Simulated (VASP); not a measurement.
Input of a VASP 6.6.1 run:

Contents of POSCAR:

```
Cs
1.0
    0.0000000000      3.9483357400      3.9483357400
    3.9483357400      0.0000000000      3.9483357400
    3.9483357400      3.9483357400      0.0000000000
Cs
1
Direct
    0.0000000000      0.0000000000      0.0000000000
```

The input INCAR.step1:

```
SYSTEM = Cs
PREC = Accurate
ENCUT = 520
EDIFF = 1E-5
ISMEAR = 1
SIGMA = 0.1
LREAL = .FALSE.
LASPH = .TRUE.
NELM = 60
ALGO = Normal
ISIF = 2
LWAVE = .TRUE.
LCHARG = .FALSE.
NBANDS = 10
GGA = PE
```

Contents of INCAR.step2:

```
SYSTEM = Cs
PREC = Accurate
ENCUT = 520
EDIFF = 1E-7
ISMEAR = 1
SIGMA = 0.1
LREAL = .FALSE.
LASPH = .TRUE.
NELM = 60
ALGO = Normal
ISIF = 2
LWAVE = .FALSE.
LCHARG = .FALSE.
GGA = PE
LHFCALC = .TRUE.
AEXX = 0.25
PRECFOCK = Normal
NBANDS = 10
ISTART = 1
```

Contents of KPOINTS:

```
Automatic mesh
0
G
  3 3 3
  0 0 0
```

Potentials or basis: VASP PAW PBE potentials, release 64 (Cs_sv).

Command:

```console
$ cat potpaw_PBE.64/Cs_sv/POTCAR > POTCAR
$ cp INCAR.step1 INCAR
$ mpirun -np 1 vasp_std > vasp.out
$ cp INCAR.step2 INCAR
$ mpirun -np 1 vasp_std > vasp.out
```

Problem. Predict the pressure.

Solution. -0.1 GPa.

Caveat: the k points lie up to 0.46 Å⁻¹ apart; the PAW data sets were made with another functional, which shifts forces and pressure a little.
